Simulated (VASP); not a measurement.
# Ni (C2/c) in VASP: single point with RPBE

Aim: the single point of Ni with RPBE.

Program: VASP 6.6.1. These are calculated values, not measurements. Logs are shortened: lines on timing, memory, paths and dates and some standing lists are left out, and cuts for length are marked.

### Step 1. The cell of the first run

The typed cell holds 2 atoms: a = 2.509 Å, b = 2.509 Å, c = 4.827 Å, α = 105.06°, β = 105.06°, γ = 120.01°.

This isn't the form of Ni at room conditions, which is fcc.

### Step 2. Single point, RPBE, collinear spin, ferromagnetic start (11.25 Å³/atom)

INCAR reads:

```
PREC = Accurate ; ENCUT = 520
EDIFF = 1E-7 ; ISMEAR = -1
SIGMA = 0.05 ; LREAL = False
LASPH = True ; NELM = 150
ALGO = Normal ; ISIF = 2
LWAVE = False ; LCHARG = True
ISPIN = 2 ; MAGMOM = 0.698 0.698
LORBIT = 11 ; LMAXMIX = 4
GGA = RP ; LELF = True
LVHAR = True ; NBANDS = 21
```

KPOINTS reads:

```
regular mesh
0
Gamma
  18 18 9
```

POSCAR reads:

```
Ni
1.0
   -1.6854908645      1.3881390740      1.2368186554
    1.3881390740     -1.6854908645      1.2368186554
    3.1722879538      3.1722879538     -1.7814190042
Ni
2
Direct
    0.9584903673      0.0415096327      0.0000000000
    0.7915096327      0.2084903673      0.5000000000
```

Potentials or basis: VASP PAW PBE potentials, release 64 (Ni).

Started as:

```bash
cat potpaw_PBE.64/Ni/POTCAR > POTCAR
mpirun -np 1 vasp_std > vasp.out
```

OUTCAR:

```text
PREC = Accurate
   ENCUT = 520
   EDIFF = 1E-7
   ISMEAR = -1
   LREAL = False
   LASPH = True
   NELM = 150
   ISIF = 2
   ISPIN = 2
   LORBIT = 11
   GGA = RP

 ion  position               nearest neighbor table
   1  0.958  0.042  0.000-   2 2.52   2 2.52   2 2.52   2 2.52   2 2.52   2 2.52
   2  0.792  0.208  0.500-   1 2.52   1 2.52   1 2.52   1 2.52   1 2.52   1 2.52

  Warning from LATTYP: Got some problem with cell dimensions!
  Tried to take original basis but could not verify dimensions!
  LATTYP: Found a base centered monoclinic cell.
 ALAT       =     2.5091268840
 B/A-ratio  =     1.7323831539
 C/A-ratio  =     1.6437110488
 COS(beta)  =    -0.0002475951

  Lattice vectors:

 A1 = (   1.6854908645,  -1.3881390740,  -1.2368186554)
 A2 = (  -1.3881390740,   1.6854908645,  -1.2368186554)
 A3 = (   2.8749361633,   2.8749361633,   0.6922183066)

Analysis of symmetry for initial positions (statically):
=====================================================================
 Subroutine PRICEL returns:
 Original cell was already a primitive cell.

 Routine SETGRP: Setting up the symmetry group for a
 base centered monoclinic supercell.

 Subroutine GETGRP returns: Found  4 space group operations
 (whereof  2 operations were pure point group operations)
 out of a pool of  4 trial point group operations.

The static configuration has the point symmetry C_2 .
 The point group associated with its full space group is C_2h.

Analysis of symmetry for dynamics (positions and initial velocities):
=====================================================================
 Subroutine PRICEL returns:
 Original cell was already a primitive cell.

 Routine SETGRP: Setting up the symmetry group for a
 base centered monoclinic supercell.

 Subroutine GETGRP returns: Found  4 space group operations
 (whereof  2 operations were pure point group operations)
 out of a pool of  4 trial point group operations.

The dynamic configuration has the point symmetry C_2 .
 The point group associated with its full space group is C_2h.

Analysis of structural, dynamic, and magnetic symmetry:
=====================================================================
 Subroutine PRICEL returns:
 Original cell was already a primitive cell.

 Routine SETGRP: Setting up the symmetry group for a
 base centered monoclinic supercell.

 Subroutine GETGRP returns: Found  4 space group operations
 (whereof  2 operations were pure point group operations)
 out of a pool of  4 trial point group operations.

The overall configuration has the point symmetry C_2 .
 The point group associated with its full space group is C_2h.

 Subroutine INISYM returns: Found  4 space group operations
 (whereof  2 operations are pure point group operations),
 and found     1 'primitive' translations

----------------------------------------------------------------------------------------

                                     Primitive cell

  volume of cell :      22.4909

  direct lattice vectors                    reciprocal lattice vectors
    -1.685490864  1.388139074  1.236818655    -0.040948939  0.284399271  0.433527740
     1.388139074 -1.685490864  1.236818655     0.284399271 -0.040948939  0.433527740
     3.172287954  3.172287954 -1.781419004     0.169024756  0.169024756  0.040636365

  length of vectors
     2.509487982  2.509487982  4.827035881     0.520101973  0.520101973  0.242466596

  position of ions in fractional coordinates (direct lattice)
     0.958490367  0.041509633  0.000000000
     0.791509633  0.208490367  0.500000000

  ion indices of the primitive-cell ions
   primitive index   ion index
                 1           1
                 2           2

----------------------------------------------------------------------------------------

 KPOINTS: regular mesh

Automatic generation of k-mesh.
 Grid dimensions read from file:
 generate k-points for:   18   18    9

 Generating k-lattice:

  Cartesian coordinates                     Fractional coordinates (reciprocal lattice)
    -0.002274941  0.015799960  0.024084874     0.055555556  0.000000000  0.000000000
     0.015799960 -0.002274941  0.024084874     0.000000000  0.055555556  0.000000000
     0.018780528  0.018780528  0.004515152    -0.000000000 -0.000000000  0.111111111

  Length of vectors
     0.028894554  0.028894554  0.026940733

  Shift w.r.t. Gamma in fractional coordinates (k-lattice)
     0.000000000  0.000000000  0.000000000

 Subroutine IBZKPT returns following result:
 ===========================================

 Found    775 irreducible k-points:

 Following reciprocal coordinates:
            Coordinates               Weight
  0.000000  0.000000  0.000000      1.000000
  0.055556  0.000000 -0.000000      4.000000
  0.111111  0.000000 -0.000000      4.000000
  0.166667  0.000000 -0.000000      4.000000
  0.222222  0.000000 -0.000000      4.000000
  0.277778  0.000000  0.000000      4.000000
[... 16 lines left out ...]
 -0.277778  0.055556  0.000000      4.000000
 -0.222222  0.055556  0.000000      4.000000
 [... further k-points ...]
   k-points           NKPTS =    775   k-points in BZ     NKDIM =    775   number of bands    NBANDS=     21
   number of dos      NEDOS =    301   number of ions     NIONS =      2
   total plane-waves  NPLWV =  14400
   dimension x,y,z NGX =    20 NGY =   20 NGZ =   36
   dimension x,y,z NGXF=    40 NGYF=   40 NGZF=   72
   ions per type =               2
   NGX,Y,Z   is equivalent  to a cutoff of  13.25, 13.25, 12.40 a.u.
   NGXF,Y,Z  is equivalent  to a cutoff of  26.50, 26.50, 24.80 a.u.
 SYSTEM =  unknown system
   PREC   = accura    normal or accurate (medium, high low for compatibility)
   ISTART =      0    job   : 0-new  1-cont  2-samecut
   ICHARG =      2    charge: 1-file 2-atom 10-const
   ISPIN  =      2    spin polarized calculation?
   LNONCOLLINEAR =      F non collinear calculations
   LSORBIT =      F    spin-orbit coupling
   LASPH  =      T    aspherical Exc in radial PAW
   ENCUT  =  520.0 eV  38.22 Ry    6.18 a.u.   4.67  4.67  8.98*2*pi/ulx,y,z
   NELM   =    150;   NELMIN=  2; NELMDL= -5     # of ELM steps
   EDIFF  = 0.1E-06   stopping-criterion for ELM
   LREAL  =      F    real-space projection
   EDIFFG = 0.1E-05   stopping-criterion for IOM
   NSW    =      0    number of steps for IOM
   IBRION =     -1    ionic relax: 0-MD 1-quasi-New 2-CG
   NFREE  =      0    steps in history (QN), initial steepest desc. (CG)
   ISIF   =      2    stress and relaxation
   ISYM   =      2    0-nonsym 1-usesym 2-fastsym
   POTIM  = 0.5000    time-step for ionic-motion
   TEBEG  =    0.0;   TEEND  =   0.0 temperature during run
   PSTRESS=    0.0 pullay stress
   NELECT =      20.0000    total number of electrons
   NUPDOWN=      -1.0000    fix difference up-down
   EMIN   =  10.00;   EMAX   =-10.00  energy-range for DOS
   EFERMI =   0.00;   METHOD = LEGACY
   ISMEAR =    -1;   SIGMA  =   0.05  broadening in eV -4-tet -1-fermi 0-gaus
   EFERMI_NEDOS =   21; number of points for ismear=-14 and -15
   IALGO  =     38    algorithm
   IMIX   =      4    mixing-type and parameters
     AMIX     =   0.40;   BMIX     =  1.00
     AMIX_MAG =   1.60;   BMIX_MAG =  1.00
  volume/ion in A,a.u.               =      11.25        75.89
  Fermi-wavevector in a.u.,A,eV,Ry     =   1.574282  2.974961 33.720167  2.478362
  Thomas-Fermi vector in A             =   2.675439
   LORBIT       =     11    0 simple, 1 ext, 2 COOP (PROOUT), +10 PAW based schemes
   GGA     = RP    functional components
   LHFCALC =     F    Hartree Fock is set to
   AEXX    =    0.0000 exact exchange contribution
   IVDW    =     0    specifies the selected vdW correction
   LEPSILON=     F    determine dielectric tensor
   LRPA    =     F    only Hartree local field effects (RPA)
 spin polarized calculation
  energy-cutoff  :      520.00
  volume of cell :       22.49
 maximum number of plane-waves:       620
   NGX =  9   NGY =  9   NGZ = 17

 number of electron      20.0000004 magnetization       1.2326844

 Free energy of the ion-electron system (eV)
  ---------------------------------------------------
  ext. energy  EPLUGINS =         0.00000000
  ---------------------------------------------------
  free energy    TOTEN  =        -9.87183843 eV

  energy without entropy =       -9.83479117  energy(sigma->0) =       -9.85331480

 E-fermi :   9.0977     XC(G=0): -12.9350

 val. band max:        9.0963810634   @ k =  -0.3889  -0.4444   0.4444
 cond. band min:       9.0980172159   @ k =   0.3889  -0.0000  -0.0000
 fundamental gap:      0.0016361526
 Fermi energy:         9.0977448362

 spin component 1

 k-point     1 :       0.0000    0.0000    0.0000
  band No.  band energies     occupation
      1       0.3050      1.00000
      2       4.4352      1.00000
      3       6.7293      1.00000
      4       6.8297      1.00000
      5       6.8324      1.00000
      6       7.0797      1.00000
[... 550 lines left out ...]
      5       6.7572      1.00000
      6       7.0274      1.00000
[... 13 lines left out ...]
     20      35.7050      0.00000
     21      36.7736      0.00000

 [... further k-points ...]

 spin component 2

 k-point     1 :       0.0000    0.0000    0.0000
  band No.  band energies     occupation
      1       0.2379      1.00000
      2       4.8253      1.00000
      3       7.4412      1.00000
      4       7.5056      1.00000
      5       7.5081      1.00000
      6       7.7746      1.00000
[... 550 lines left out ...]
      5       7.4249      1.00000
      6       7.6726      1.00000
[... 13 lines left out ...]
     20      35.7154      0.00000
     21      36.7770      0.00000

 [... further k-points ...]

------------------------ aborting loop because EDIFF is reached ----------------------------------------

  FORCE on cell =-STRESS in cart. coord.  units (eV):
  Direction    XX          YY          ZZ          XY          YZ          ZX
  --------------------------------------------------------------------------------------
  -------------------------------------------------------------------------------------
  Total        0.0134936      0.0134936      0.0014933      0.0073178      0.0010777      0.0010777
  in kB        0.9612411      0.9612411      0.1063741      0.5212920      0.0767705      0.0767733
  external PRESSURE =       0.6762854 kB  Pullay stress =       0.0000000 kB

 VOLUME and BASIS-vectors are now :
 -----------------------------------------------------------------------------
  energy-cutoff  :      520.00
  volume of cell :       22.49
      direct lattice vectors                 reciprocal lattice vectors
    -1.685490864  1.388139074  1.236818655    -0.040948939  0.284399271  0.433527740
     1.388139074 -1.685490864  1.236818655     0.284399271 -0.040948939  0.433527740
     3.172287954  3.172287954 -1.781419004     0.169024756  0.169024756  0.040636365

 POSITION                                       TOTAL-FORCE (eV/Angst)
 -----------------------------------------------------------------------------------
     -1.55791      1.26055      1.23682         0.003148     -0.003148      0.000000
      0.54148      2.33346      0.34611        -0.003148      0.003148     -0.000000
 -----------------------------------------------------------------------------------
    total drift:                                0.000000     -0.000000      0.000000

  FREE ENERGIE OF THE ION-ELECTRON SYSTEM (eV)
  ---------------------------------------------------
  free  energy   TOTEN  =        -9.8718384330 eV

  energy  without entropy=       -9.8347911737  energy(sigma->0) =       -9.85331480

 total charge

# of ion       s       p       d       tot
------------------------------------------
    1        0.480   0.466   8.301   9.247
    2        0.480   0.466   8.301   9.247
--------------------------------------------------
tot          0.961   0.933  16.602  18.495

 magnetization (x)

# of ion       s       p       d       tot
------------------------------------------
    1       -0.006  -0.027   0.666   0.633
    2       -0.006  -0.027   0.666   0.633
--------------------------------------------------
tot         -0.012  -0.053   1.331   1.266
```

Wall time 23 min (1 thread of Oxide Virtual Turin-like, shared host); peak memory 0.52 GiB.

What came out:

| Quantity | Value |
| --- | --- |
| Free energy | -9.8718 eV |
| Pressure | 0.1 GPa |
| Largest force | 0.004 eV/Å |
| Net moment | 1.23 μB per cell |
| Site moments | Ni +0.63 μB |
| Valence electrons inside the program's atomic spheres | Ni 9.25 |

Forces in eV/Å, atoms in the order of the input:
```
Ni   0.003 -0.003  0.000
Ni  -0.003  0.003  0.000
```

Levels at points of the mesh, in eV from the Fermi level:
Spin up:
```csv
k point,band 8,band 9,band 10,band 11,band 12,band 13,band 14,band 15
"(0.00, 0.00, 0.00)",-1.62,-1.61,-0.73,-0.73,-0.32,5.35,22.30,23.98
"(0.50, 0.00, 0.00)",-0.99,-0.57,-0.57,1.44,1.44,6.54,6.55,17.86
"(0.50, 0.50, 0.00)",-0.64,-0.57,-0.52,1.11,2.91,9.10,9.61,12.06
```
Spin down:
| k point | band 6 | band 7 | band 8 | band 9 | band 10 | band 11 | band 12 | band 13 |
| --- | --- | --- | --- | --- | --- | --- | --- | --- |
| (0.00, 0.00, 0.00) | -1.32 | -1.32 | -0.94 | -0.94 | -0.41 | -0.02 | -0.01 | 5.74 |
| (0.50, 0.00, 0.00) | -0.86 | -0.37 | -0.37 | 0.21 | 0.21 | 1.55 | 1.56 | 6.85 |
| (0.50, 0.50, 0.00) | -1.66 | -1.31 | 0.13 | 0.16 | 0.25 | 1.56 | 3.27 | 9.18 |

Caveat: the PAW data sets were made with another functional, which shifts forces and pressure a little.
